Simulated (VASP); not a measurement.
# Al2GaSb3 (P6_3mc) in VASP: single point with PBE

Aim: the single point of Al2GaSb3 with PBE.

Everything below comes from runs of VASP 6.6.1. Logs are shortened: lines on timing, memory, paths and dates and some standing lists are left out, and cuts for length are marked.

**1. The cell of the first run**

The structure is hexagonal, space group P6_3mc (No. 186). The conventional cell has a = 4.386 Å, b = 4.386 Å, c = 21.673 Å, α = 90.00°, β = 90.00°, γ = 120.00°. Al (site symmetry 3m) has 4 Sb at 2.69 to 2.71 Å within 3.5 Å. Within 3.5 Å of Al (site symmetry 3m) lie 4 Sb at 2.69 to 2.71 Å. Within 3.5 Å of Ga (site symmetry 3m) lie 4 Sb at 2.69 to 2.70 Å. Within 3.5 Å of Sb (site symmetry 3m) lie 4 Al at 2.69 to 2.71 Å. Sb (site symmetry 3m) has 3 Al at 2.69 Å and 1 Ga at 2.70 Å within 3.5 Å. Within 3.5 Å of Sb (site symmetry 3m) lie 3 Ga at 2.69 Å and 1 Al at 2.71 Å.

**2. Single point, PBE**

INCAR reads:

```
SYSTEM = Al2GaSb3
PREC = Accurate
ENCUT = 520
EDIFF = 1E-6
ISMEAR = 0
SIGMA = 0.1
LREAL = .False.
LASPH = .True.
NELM = 100
ALGO = Normal
ISIF = 2
LWAVE = .False.
LCHARG = .False.
GGA = PE
NBANDS = 46
```

KPOINTS reads:

```
regular mesh
0
Gamma
  6 6 1
  0 0 0
```

POSCAR reads:

```
Al2GaSb3
1.0
    4.3860673000      0.0000000000      0.0000000000
   -2.1930337000      3.7984457000      0.0000000000
    0.0000000000      0.0000000000     21.6732778000
Al Ga Sb
4 2 6
Direct
    0.6666667000      0.3333333000      0.1665450000
    0.6666667000      0.3333333000      0.8334200000
    0.3333333000      0.6666667000      0.3334200000
    0.3333333000      0.6666667000      0.6665450000
    0.6666667000      0.3333333000      0.5003590000
    0.3333333000      0.6666667000      0.0003590000
    0.6666667000      0.3333333000      0.2914320000
    0.6666667000      0.3333333000      0.6248250000
    0.6666667000      0.3333333000      0.9583190000
    0.3333333000      0.6666667000      0.1248250000
    0.3333333000      0.6666667000      0.4583190000
    0.3333333000      0.6666667000      0.7914320000
```

Potentials or basis: VASP PAW PBE potentials, release 64 (Al, Ga_d, Sb).

Command:

```bash
cat potpaw_PBE.64/Al/POTCAR potpaw_PBE.64/Ga_d/POTCAR potpaw_PBE.64/Sb/POTCAR > POTCAR
mpirun -np 1 vasp_std > vasp.out
```

OUTCAR:

```text
SYSTEM = Al2GaSb3
   PREC = Accurate
   ENCUT = 520
   EDIFF = 1E-6
   ISMEAR = 0
   LREAL = .False.
   LASPH = .True.
   NELM = 100
   ISIF = 2
   GGA = PE

 ion  position               nearest neighbor table
   1  0.667  0.333  0.167-  10 2.69  10 2.69  10 2.69   7 2.71
   2  0.667  0.333  0.833-  12 2.69  12 2.69  12 2.69   9 2.71
   3  0.333  0.667  0.333-   7 2.69   7 2.69   7 2.69  11 2.71
   4  0.333  0.667  0.667-   8 2.69   8 2.69   8 2.69  12 2.71
   5  0.667  0.333  0.500-  11 2.69  11 2.69  11 2.69   8 2.70
   6  0.333  0.667  0.000-   9 2.69   9 2.69   9 2.69  10 2.70
   7  0.667  0.333  0.291-   3 2.69   3 2.69   3 2.69   1 2.71
   8  0.667  0.333  0.625-   4 2.69   4 2.69   4 2.69   5 2.70
   9  0.667  0.333  0.958-   6 2.69   6 2.69   6 2.69   2 2.71
  10  0.333  0.667  0.125-   1 2.69   1 2.69   1 2.69   6 2.70
  11  0.333  0.667  0.458-   5 2.69   5 2.69   5 2.69   3 2.71
  12  0.333  0.667  0.791-   2 2.69   2 2.69   2 2.69   4 2.71

  LATTYP: Found a hexagonal cell.
 ALAT       =     4.3860673000
 C/A-ratio  =     4.9413919846

  Lattice vectors:

 A1 = (   4.3860673000,   0.0000000000,   0.0000000000)
 A2 = (  -2.1930337000,   3.7984457000,   0.0000000000)
 A3 = (   0.0000000000,   0.0000000000,  21.6732778000)

Analysis of symmetry for initial positions (statically):
=====================================================================
 Subroutine PRICEL returns:
 Original cell was already a primitive cell.

 Routine SETGRP: Setting up the symmetry group for a
 hexagonal supercell.

 Subroutine GETGRP returns: Found 12 space group operations
 (whereof  6 operations were pure point group operations)
 out of a pool of 24 trial point group operations.

The static configuration has the point symmetry C_3v.
 The point group associated with its full space group is C_6v.

Analysis of symmetry for dynamics (positions and initial velocities):
=====================================================================
 Subroutine PRICEL returns:
 Original cell was already a primitive cell.

 Routine SETGRP: Setting up the symmetry group for a
 hexagonal supercell.

 Subroutine GETGRP returns: Found 12 space group operations
 (whereof  6 operations were pure point group operations)
 out of a pool of 24 trial point group operations.

The dynamic configuration has the point symmetry C_3v.
 The point group associated with its full space group is C_6v.

 Subroutine INISYM returns: Found 12 space group operations
 (whereof  6 operations are pure point group operations),
 and found     1 'primitive' translations

[... 111 lines left out ...]
   ISMEAR =     0;   SIGMA  =   0.10  broadening in eV -4-tet -1-fermi 0-gaus
   EFERMI_NEDOS =   21; number of points for ismear=-14 and -15
   IALGO  =     38    algorithm
   IMIX   =      4    mixing-type and parameters
     AMIX     =   0.40;   BMIX     =  1.00
     AMIX_MAG =   1.60;   BMIX_MAG =  1.00
  volume/ion in A,a.u.               =      30.09       203.06
  Fermi-wavevector in a.u.,A,eV,Ry     =   0.938374  1.773269 11.980547  0.880545
  Thomas-Fermi vector in A             =   2.065579
   LORBIT       =      0    0 simple, 1 ext, 2 COOP (PROOUT), +10 PAW based schemes
   GGA     = PE    functional components
   LHFCALC =     F    Hartree Fock is set to
   AEXX    =    0.0000 exact exchange contribution
   IVDW    =     0    specifies the selected vdW correction
   LEPSILON=     F    determine dielectric tensor
   LRPA    =     F    only Hartree local field effects (RPA)
 non-spin polarized calculation
 Gauss-broadening in eV      SIGMA  =   0.10
  energy-cutoff  :      520.00
  volume of cell :      361.08
 maximum number of plane-waves:      9754
 NGX is ok and might be reduce to    36
   NGX = 17   NGY = 17   NGZ = 81

 number of electron      67.9999997 magnetization

 Free energy of the ion-electron system (eV)
  ---------------------------------------------------
  ext. energy  EPLUGINS =         0.00000000
  ---------------------------------------------------
  free energy    TOTEN  =       -47.39175331 eV

  energy without entropy =      -47.39140156  energy(sigma->0) =      -47.39157743

 E-fermi :   4.6899     XC(G=0):  -8.6097

 val. band max:        4.5215653521   @ k =   0.0000   0.0000   0.0000
 cond. band min:       4.8394323645   @ k =   0.0000   0.0000   0.0000
 fundamental gap:      0.3178670123
 Fermi energy:         4.6899436494

 k-point     1 :       0.0000    0.0000    0.0000
  band No.  band energies     occupation
      1     -10.3602      2.00000
      2     -10.3601      2.00000
      3     -10.3439      2.00000
      4     -10.3439      2.00000
      5     -10.3439      2.00000
      6     -10.3439      2.00000
[... 332 lines left out ...]
     45       9.5107      0.00000
     46       9.5125      0.00000

------------------------ aborting loop because EDIFF is reached ----------------------------------------

  FORCE on cell =-STRESS in cart. coord.  units (eV):
  Direction    XX          YY          ZZ          XY          YZ          ZX
  --------------------------------------------------------------------------------------
  -------------------------------------------------------------------------------------
  Total        0.3619057      0.3619057      0.1947492     -0.0000000      0.0000000      0.0000000
  in kB        1.6058321      1.6058321      0.8641327     -0.0000000      0.0000000      0.0000000
  external PRESSURE =       1.3585990 kB  Pullay stress =       0.0000000 kB

 VOLUME and BASIS-vectors are now :
 -----------------------------------------------------------------------------
  energy-cutoff  :      520.00
  volume of cell :      361.08
      direct lattice vectors                 reciprocal lattice vectors
     4.386067300  0.000000000  0.000000000     0.227994678  0.131632792  0.000000000
    -2.193033700  3.798445700  0.000000000     0.000000000  0.263265577  0.000000000
     0.000000000  0.000000000 21.673277800     0.000000000  0.000000000  0.046139768

 POSITION                                       TOTAL-FORCE (eV/Angst)
 -----------------------------------------------------------------------------------
      2.19303      1.26615      3.60958         0.000000     -0.000000      0.005682
      2.19303      1.26615     18.06294         0.000000     -0.000000      0.008857
     -0.00000      2.53230      7.22630         0.000000      0.000000      0.008857
     -0.00000      2.53230     14.44621         0.000000      0.000000      0.005682
      2.19303      1.26615     10.84442        -0.000000      0.000000      0.001413
     -0.00000      2.53230      0.00778         0.000000      0.000000      0.001413
      2.19303      1.26615      6.31629        -0.000000      0.000000     -0.002785
      2.19303      1.26615     13.54201        -0.000000     -0.000000     -0.011749
      2.19303      1.26615     20.76991         0.000000     -0.000000     -0.001419
     -0.00000      2.53230      2.70537         0.000000      0.000000     -0.011749
     -0.00000      2.53230      9.93328        -0.000000      0.000000     -0.001419
     -0.00000      2.53230     17.15293         0.000000     -0.000000     -0.002785
 -----------------------------------------------------------------------------------
    total drift:                               -0.000152      0.000088     -0.007107

  FREE ENERGIE OF THE ION-ELECTRON SYSTEM (eV)
  ---------------------------------------------------
  free  energy   TOTEN  =       -47.3917533073 eV

  energy  without entropy=      -47.3914015557  energy(sigma->0) =      -47.39157743
```

OSZICAR:

```text
N       E                     dE             d eps       ncg     rms          rms(c)
DAV:   1     0.418909493030E+03    0.41891E+03   -0.25575E+04   644   0.138E+03
DAV:   2     0.797518120787E+01   -0.41093E+03   -0.39094E+03   724   0.303E+02
DAV:   3    -0.450522783491E+02   -0.53027E+02   -0.51018E+02   756   0.109E+02
DAV:   4    -0.477317347857E+02   -0.26795E+01   -0.26462E+01   840   0.247E+01
DAV:   5    -0.478161507552E+02   -0.84416E-01   -0.84052E-01   888   0.443E+00    0.803E+00
DAV:   6    -0.474826650121E+02    0.33349E+00   -0.47917E-01   854   0.452E+00    0.482E+00
DAV:   7    -0.473854785689E+02    0.97186E-01   -0.48140E-01   754   0.248E+00    0.680E-01
DAV:   8    -0.473886806422E+02   -0.32021E-02   -0.46759E-02   748   0.156E+00    0.300E-01
DAV:   9    -0.473908026035E+02   -0.21220E-02   -0.93135E-03   796   0.478E-01    0.963E-02
DAV:  10    -0.473913602919E+02   -0.55769E-03   -0.79948E-04   794   0.178E-01    0.368E-02
DAV:  11    -0.473916398975E+02   -0.27961E-03   -0.20573E-04   788   0.572E-02    0.244E-02
DAV:  12    -0.473917494753E+02   -0.10958E-03   -0.15620E-04   660   0.384E-02    0.696E-03
DAV:  13    -0.473917530070E+02   -0.35317E-05   -0.76147E-06   768   0.113E-02    0.470E-03
DAV:  14    -0.473917533073E+02   -0.30036E-06   -0.51414E-07   474   0.368E-03
   1 F= -.47391753E+02 E0= -.47391577E+02  d E =-.351752E-03
```

stdout:

```text
POSCAR found type information on POSCAR AlGaSb
 POSCAR found :  3 types and      12 ions
 scaLAPACK will be used
 LDA part: xc-table for (Slater+PW92), standard interpolation
 POSCAR, INCAR and KPOINTS ok, starting setup
 FFT: planning ... GRIDC
 FFT: planning ... GRID_SOFT
 FFT: planning ... GRID
 WAVECAR not read
 entering main loop
```

Run time: 3 min. Hardware: 1 thread of Intel Xeon Platinum 8375C at 2.90GHz (Ice Lake), shared host; peak memory 0.53 GiB.

What came out:

| Property | Result |
| --- | --- |
| Free energy | -47.3918 eV |
| Pressure | 0.1 GPa |
| Largest force | 0.012 eV/Å |
| Band gap on the k mesh | 0.32 eV, direct |

Forces in eV/Å, atoms in the order of the input:
```
Al   0.000  0.000  0.006
Al   0.000  0.000  0.009
Al   0.000  0.000  0.009
Al   0.000  0.000  0.006
Ga   0.000  0.000  0.001
Ga   0.000  0.000  0.001
Sb   0.000  0.000 -0.003
Sb   0.000  0.000 -0.012
Sb   0.000  0.000 -0.001
Sb   0.000  0.000 -0.012
Sb   0.000  0.000 -0.001
Sb   0.000  0.000 -0.003
```

Caveat: spin-orbit coupling is left out, which moves the levels of the heavy elements. A k mesh can miss the band edges.
